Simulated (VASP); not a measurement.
# MoS2 (P6_3/mmc) in VASP: further runs

The runs below take MoS2 through single point, with PBEsol.

Everything below comes from runs of VASP 6.6.1. Logs are shortened: lines on timing, memory, paths and dates and some standing lists are left out, and cuts for length are marked.

### Step 1. The cell of the first run

It takes space group P6_3/mmc (No. 194, hexagonal). The conventional cell has a = 3.267 Å, b = 3.267 Å, c = 12.193 Å, α = 90.00°, β = 90.00°, γ = 120.00°. Mo (site symmetry -6m2) has 6 S at 2.42 Å within 3.2 Å. Within 3.2 Å of S (site symmetry 3m) lie 3 Mo at 2.42 Å and 1 S at 3.02 Å.

### Step 2. Single point, PBEsol

Input file INCAR:

```
SYSTEM = MoS2
ALGO = Normal
EDIFF = 1E-7
ENCUT = 520
GGA = PS
ISIF = 2
ISMEAR = 1
LASPH = .True.
LCHARG = .True.
LELF = .True.
LREAL = .False.
LVHAR = .True.
LWAVE = .False.
NBANDS = 35
NELM = 100
PREC = Accurate
SIGMA = 0.2
```

Input file KPOINTS:

```
k-points
0
Gamma
  12 12 2
  0 0 0
```

Input file POSCAR:

```
MoS2
1.0
    3.2673000000      0.0000000000      0.0000000000
   -1.6336500000      2.8295648018      0.0000000000
    0.0000000000      0.0000000000     12.1932000000
Mo S
2 4
Direct
    0.3333333333      0.6666666667      0.2500000000
    0.6666666667      0.3333333333      0.7500000000
    0.3333333333      0.6666666667      0.6259932117
    0.6666666667      0.3333333333      0.1259932117
    0.3333333333      0.6666666667      0.8740067883
    0.6666666667      0.3333333333      0.3740067883
```

Potentials or basis: VASP PAW PBE potentials, release 64 (Mo_sv, S).

The run is started by

```bash
> cat potpaw_PBE.64/Mo_sv/POTCAR potpaw_PBE.64/S/POTCAR > POTCAR
> mpirun -np 1 vasp_std > vasp.out
```

OUTCAR:

```text
SYSTEM = MoS2
   EDIFF = 1E-7
   ENCUT = 520
   GGA = PS
   ISIF = 2
   ISMEAR = 1
   LASPH = .True.
   LREAL = .False.
   NELM = 100
   PREC = Accurate

 ion  position               nearest neighbor table
   1  0.333  0.667  0.250-   4 2.42   6 2.42   4 2.42   6 2.42   4 2.42   6 2.42
   2  0.667  0.333  0.750-   3 2.42   5 2.42   3 2.42   5 2.42   3 2.42   5 2.42
   3  0.333  0.667  0.626-   2 2.42   2 2.42   2 2.42
   4  0.667  0.333  0.126-   1 2.42   1 2.42   1 2.42
   5  0.333  0.667  0.874-   2 2.42   2 2.42   2 2.42
   6  0.667  0.333  0.374-   1 2.42   1 2.42   1 2.42

  LATTYP: Found a hexagonal cell.
 ALAT       =     3.2673000000
 C/A-ratio  =     3.7318887155

  Lattice vectors:

 A1 = (   3.2673000000,   0.0000000000,   0.0000000000)
 A2 = (  -1.6336500000,   2.8295648018,   0.0000000000)
 A3 = (   0.0000000000,   0.0000000000,  12.1932000000)

Analysis of symmetry for initial positions (statically):
=====================================================================
 Subroutine PRICEL returns:
 Original cell was already a primitive cell.

 Routine SETGRP: Setting up the symmetry group for a
 hexagonal supercell.

 Subroutine GETGRP returns: Found 24 space group operations
 (whereof 12 operations were pure point group operations)
 out of a pool of 24 trial point group operations.

The static configuration has the point symmetry D_3d.
 The point group associated with its full space group is D_6h.

Analysis of symmetry for dynamics (positions and initial velocities):
=====================================================================
 Subroutine PRICEL returns:
 Original cell was already a primitive cell.

 Routine SETGRP: Setting up the symmetry group for a
 hexagonal supercell.

 Subroutine GETGRP returns: Found 24 space group operations
 (whereof 12 operations were pure point group operations)
 out of a pool of 24 trial point group operations.

The dynamic configuration has the point symmetry D_3d.
 The point group associated with its full space group is D_6h.

 Subroutine INISYM returns: Found 24 space group operations
 (whereof 12 operations are pure point group operations),
 and found     1 'primitive' translations

----------------------------------------------------------------------------------------

                                     Primitive cell

[... 98 lines left out ...]
   EDIFF  = 0.1E-06   stopping-criterion for ELM
   LREAL  =      F    real-space projection
   EDIFFG = 0.1E-05   stopping-criterion for IOM
   NSW    =      0    number of steps for IOM
   IBRION =     -1    ionic relax: 0-MD 1-quasi-New 2-CG
   NFREE  =      0    steps in history (QN), initial steepest desc. (CG)
   ISIF   =      2    stress and relaxation
   ISYM   =      2    0-nonsym 1-usesym 2-fastsym
   POTIM  = 0.5000    time-step for ionic-motion
   TEBEG  =    0.0;   TEEND  =   0.0 temperature during run
   PSTRESS=    0.0 pullay stress
   NELECT =      52.0000    total number of electrons
   NUPDOWN=      -1.0000    fix difference up-down
   EMIN   =  10.00;   EMAX   =-10.00  energy-range for DOS
   EFERMI =   0.00;   METHOD = LEGACY
   ISMEAR =     1;   SIGMA  =   0.20  broadening in eV -4-tet -1-fermi 0-gaus
   EFERMI_NEDOS =   21; number of points for ismear=-14 and -15
   IALGO  =     38    algorithm
   IMIX   =      4    mixing-type and parameters
     AMIX     =   0.40;   BMIX     =  1.00
     AMIX_MAG =   1.60;   BMIX_MAG =  1.00
  volume/ion in A,a.u.               =      18.79       126.79
  Fermi-wavevector in a.u.,A,eV,Ry     =   1.264932  2.390375 21.770040  1.600053
  Thomas-Fermi vector in A             =   2.398211
   LORBIT       =      0    0 simple, 1 ext, 2 COOP (PROOUT), +10 PAW based schemes
   GGA     = PS    functional components
   LHFCALC =     F    Hartree Fock is set to
   AEXX    =    0.0000 exact exchange contribution
   IVDW    =     0    specifies the selected vdW correction
   LEPSILON=     F    determine dielectric tensor
   LRPA    =     F    only Hartree local field effects (RPA)
 non-spin polarized calculation
 Methfessel and Paxton  Order N= 1 SIGMA  =   0.20
  energy-cutoff  :      520.00
  volume of cell :      112.73
 maximum number of plane-waves:      3096
   NGX = 13   NGY = 13   NGZ = 45

 number of electron      52.0000001 magnetization

 Free energy of the ion-electron system (eV)
  ---------------------------------------------------
  ext. energy  EPLUGINS =         0.00000000
  ---------------------------------------------------
  free energy    TOTEN  =       -46.62874074 eV

  energy without entropy =      -46.62978775  energy(sigma->0) =      -46.62908974

 E-fermi :   7.2443     XC(G=0): -10.7107

 val. band max:        7.0639085605   @ k =   0.0000   0.0000   0.0000
 cond. band min:       7.3983472928   @ k =   0.3333   0.3333   0.5000
 fundamental gap:      0.3344387322
 Fermi energy:         7.2442957978

 k-point     1 :       0.0000    0.0000    0.0000
  band No.  band energies     occupation
      1     -54.6897      2.00000
      2     -54.6897      2.00000
      3     -28.8173      2.00000
      4     -28.8172      2.00000
      5     -28.7043      2.00000
      6     -28.7043      2.00000
[... 901 lines left out ...]
     34      10.1381     -0.00000
     35      13.3950      0.00000

 [... further k-points ...]

------------------------ aborting loop because EDIFF is reached ----------------------------------------

  FORCE on cell =-STRESS in cart. coord.  units (eV):
  Direction    XX          YY          ZZ          XY          YZ          ZX
  --------------------------------------------------------------------------------------
  -------------------------------------------------------------------------------------
  Total       -6.6512862     -6.6512862      0.8464765      0.0000000     -0.0000000      0.0000000
  in kB      -94.5343979    -94.5343979     12.0309287      0.0000000     -0.0000000      0.0000000
  external PRESSURE =     -59.0126223 kB  Pullay stress =       0.0000000 kB

 VOLUME and BASIS-vectors are now :
 -----------------------------------------------------------------------------
  energy-cutoff  :      520.00
  volume of cell :      112.73
      direct lattice vectors                 reciprocal lattice vectors
     3.267300000  0.000000000  0.000000000     0.306063110  0.176705619  0.000000000
    -1.633650000  2.829564802  0.000000000     0.000000000  0.353411238  0.000000000
     0.000000000  0.000000000 12.193200000     0.000000000  0.000000000  0.082012925

 POSITION                                       TOTAL-FORCE (eV/Angst)
 -----------------------------------------------------------------------------------
     -0.00000      1.88638      3.04830        -0.000000      0.000000      0.000000
      1.63365      0.94319      9.14490         0.000000     -0.000000      0.000000
     -0.00000      1.88638      7.63286         0.000000      0.000000     -0.102030
      1.63365      0.94319      1.53626        -0.000000      0.000000     -0.102030
     -0.00000      1.88638     10.65694         0.000000     -0.000000      0.102030
      1.63365      0.94319      4.56034        -0.000000     -0.000000      0.102030
 -----------------------------------------------------------------------------------
    total drift:                               -0.000000      0.000000     -0.000000

  FREE ENERGIE OF THE ION-ELECTRON SYSTEM (eV)
  ---------------------------------------------------
  free  energy   TOTEN  =       -46.6287407408 eV

  energy  without entropy=      -46.6297877532  energy(sigma->0) =      -46.62908974
```

OSZICAR:

```text
N       E                     dE             d eps       ncg     rms          rms(c)
DAV:   1     0.428400938125E+03    0.42840E+03   -0.29195E+04  2972   0.140E+03
DAV:   2    -0.271554385739E+02   -0.45556E+03   -0.44031E+03  3202   0.359E+02
DAV:   3    -0.493800427462E+02   -0.22225E+02   -0.21826E+02  3282   0.719E+01
DAV:   4    -0.498237027470E+02   -0.44366E+00   -0.44216E+00  3152   0.103E+01
DAV:   5    -0.498323623985E+02   -0.86597E-02   -0.86574E-02  3152   0.145E+00    0.331E+01
DAV:   6    -0.474590134636E+02    0.23733E+01   -0.14025E+01  2892   0.233E+01    0.121E+01
DAV:   7    -0.469677873627E+02    0.49123E+00   -0.54274E+00  2860   0.146E+01    0.770E+00
DAV:   8    -0.466302152660E+02    0.33757E+00   -0.79573E-01  2896   0.585E+00    0.265E+00
DAV:   9    -0.466349070951E+02   -0.46918E-02   -0.88171E-02  3051   0.146E+00    0.108E+00
DAV:  10    -0.466290354783E+02    0.58716E-02   -0.28180E-02  2875   0.113E+00    0.424E-01
DAV:  11    -0.466289602199E+02    0.75258E-04   -0.15151E-03  2905   0.214E-01    0.243E-01
DAV:  12    -0.466287388508E+02    0.22137E-03   -0.55598E-04  2914   0.136E-01    0.955E-02
DAV:  13    -0.466287372970E+02    0.15538E-05   -0.12675E-04  3118   0.567E-02    0.147E-02
DAV:  14    -0.466287400942E+02   -0.27972E-05   -0.81218E-06  2935   0.133E-02    0.169E-02
DAV:  15    -0.466287406592E+02   -0.56501E-06   -0.61114E-07  2795   0.339E-03    0.992E-03
DAV:  16    -0.466287407408E+02   -0.81557E-07   -0.48296E-07  2810   0.413E-03
   1 F= -.46628741E+02 E0= -.46629090E+02  d E =0.104701E-02
```

Wall time 1.9 min (1 thread of Intel Xeon Platinum 8259CL at 2.50GHz (Skylake/Cascade Lake), shared host); peak memory 0.29 GiB.

What came out:

```
Free energy            : -46.6287 eV
Pressure               : -5.9 GPa
Largest force          : 0.102 eV/Å
Band gap on the k mesh : 0.33 eV, indirect (least direct gap 1.32 eV)
```

Forces on the atoms (eV/Å):
```
Mo   0.000  0.000  0.000
Mo   0.000  0.000  0.000
S    0.000  0.000 -0.102
S    0.000  0.000 -0.102
S    0.000  0.000  0.102
S    0.000  0.000  0.102
```

Caveat: the PAW data sets were made with another functional, which shifts forces and pressure a little; this functional lacks dispersion, which binds the layers, so the pressure and a relaxed spacing across them are unreliable. A k mesh can miss the band edges.

### Step 3. Single point, PBEsol

This run uses another cell than the first one, of 18.95 Å³/atom, 1.009 times its volume.

Input file INCAR:

```
  PREC = Accurate
  ENCUT = 520
  EDIFF = 1E-6
  ISMEAR = 1
  SIGMA = 0.2
  LREAL = F
  LASPH = T
  NELM = 80
  ALGO = Normal
  ISIF = 2
  LWAVE = F
  LCHARG = F
  GGA = PS
  NBANDS = 35
```

Input file KPOINTS:

```
regular mesh
0
Gamma
  12 12 2
```

POSCAR, as its differences from that of step 2:

```diff
@@ -2,5 +2,5 @@
 1.0
-    3.2673000000      0.0000000000      0.0000000000
-   -1.6336500000      2.8295648018      0.0000000000
-    0.0000000000      0.0000000000     12.1932000000
+    3.2987000000      0.0000000000      0.0000000000
+   -1.6493500000      2.8567579994      0.0000000000
+    0.0000000000      0.0000000000     12.0675000000
 Mo S
```

Potentials or basis: VASP PAW PBE potentials, release 64 (Mo_sv, S).

The run is started by

```bash
> cat potpaw_PBE.64/Mo_sv/POTCAR potpaw_PBE.64/S/POTCAR > POTCAR
> mpirun -np 1 vasp_std > vasp.out
```

Run time: 2.8 min. Hardware: 1 thread of Intel Xeon Platinum 8259CL at 2.50GHz (Skylake/Cascade Lake), shared host; peak memory 0.3 GiB.

The run converged. Its results:

```yaml
Free_energy: -46.4765 eV
Pressure: -6.8 GPa
Largest_force: 0.210 eV/Å
```

Forces on the atoms (eV/Å):
```
Mo   0.000  0.000  0.000
Mo   0.000  0.000  0.000
S    0.000  0.000 -0.210
S    0.000  0.000 -0.210
S    0.000  0.000  0.210
S    0.000  0.000  0.210
```

Stress tensor (GPa, compression positive):
```
-11.24   0.00   0.00
  0.00 -11.24   0.00
  0.00   0.00   2.24
```

Levels at points of the mesh, in eV from the Fermi level:
```csv
k point,band 22,band 23,band 24,band 25,band 26,band 27,band 28,band 29,band 30,band 31
"(0.00, 0.00, 0.00)",-2.80,-2.80,-1.00,-0.92,0.01,1.51,1.51,1.53,1.53,1.84
"(0.50, 0.00, 0.00)",-2.46,-2.36,-2.27,-1.71,-1.47,0.81,0.87,1.27,1.39,2.42
"(0.00, 0.00, 0.50)",-2.83,-2.35,-2.35,-0.18,-0.18,1.52,1.52,1.52,1.52,1.94
"(0.50, 0.00, 0.50)",-2.53,-2.37,-2.37,-1.57,-1.57,0.84,0.84,1.33,1.33,2.77
```

Caveat: the PAW data sets were made with another functional, which shifts forces and pressure a little; this functional lacks dispersion, which binds the layers, so the pressure and a relaxed spacing across them are unreliable.

### Step 4. Single point, PBEsol

This run uses another cell than the first one, of 19.15 Å³/atom, 1.019 times its volume.

Input file INCAR:

```
PREC = Accurate
ENCUT = 520
EDIFF = 1E-7
ISMEAR = 1
SIGMA = 0.2
LREAL = F
LASPH = T
NELM = 80
ALGO = Normal
ISIF = 2
LWAVE = F
LCHARG = T
GGA = PS
LELF = T
LVHAR = T
NBANDS = 35
```

Input file KPOINTS:

```
Automatic mesh
0
Gamma
  12 12 2
```

POSCAR, as its differences from that of step 3:

```diff
@@ -4,3 +4,3 @@
    -1.6493500000      2.8567579994      0.0000000000
-    0.0000000000      0.0000000000     12.0675000000
+    0.0000000000      0.0000000000     12.1932000000
 Mo S
```

The run is started by

```bash
> cat potpaw_PBE.64/Mo_sv/POTCAR potpaw_PBE.64/S/POTCAR > POTCAR
> mpirun -np 1 vasp_std > vasp.out
```

It took 2.8 min on 1 thread of Intel Xeon Platinum 8259CL at 2.50GHz (Skylake/Cascade Lake), shared host; peak memory 0.31 GiB.

It converged, with:

```
Free energy   : -46.4840 eV
Pressure      : -8.1 GPa
Largest force : 0.072 eV/Å
```

Forces in eV/Å, atoms in the order of the input:
```
Mo   0.000  0.000  0.000
Mo   0.000  0.000  0.000
S    0.000  0.000  0.072
S    0.000  0.000  0.072
S    0.000  0.000 -0.072
S    0.000  0.000 -0.072
```

Stress tensor (GPa, compression positive):
```
-11.94   0.00   0.00
  0.00 -11.94   0.00
  0.00   0.00  -0.33
```

Levels at points of the mesh, in eV from the Fermi level:
| k point | band 24 | band 25 | band 26 | band 27 | band 28 | band 29 |
| --- | --- | --- | --- | --- | --- | --- |
| (0.00, 0.00, 0.00) | -1.14 | -1.00 | -0.09 | 1.47 | 1.47 | 1.49 |
| (0.50, 0.00, 0.00) | -2.26 | -1.72 | -1.51 | 0.80 | 0.85 | 1.25 |
| (0.00, 0.00, 0.50) | -2.43 | -0.29 | -0.29 | 1.48 | 1.48 | 1.48 |
| (0.50, 0.00, 0.50) | -2.34 | -1.60 | -1.60 | 0.82 | 0.82 | 1.32 |

Caveat: the PAW data sets were made with another functional, which shifts forces and pressure a little; this functional lacks dispersion, which binds the layers, so the pressure and a relaxed spacing across them are unreliable.

(Part 1 of 2 ends here.)
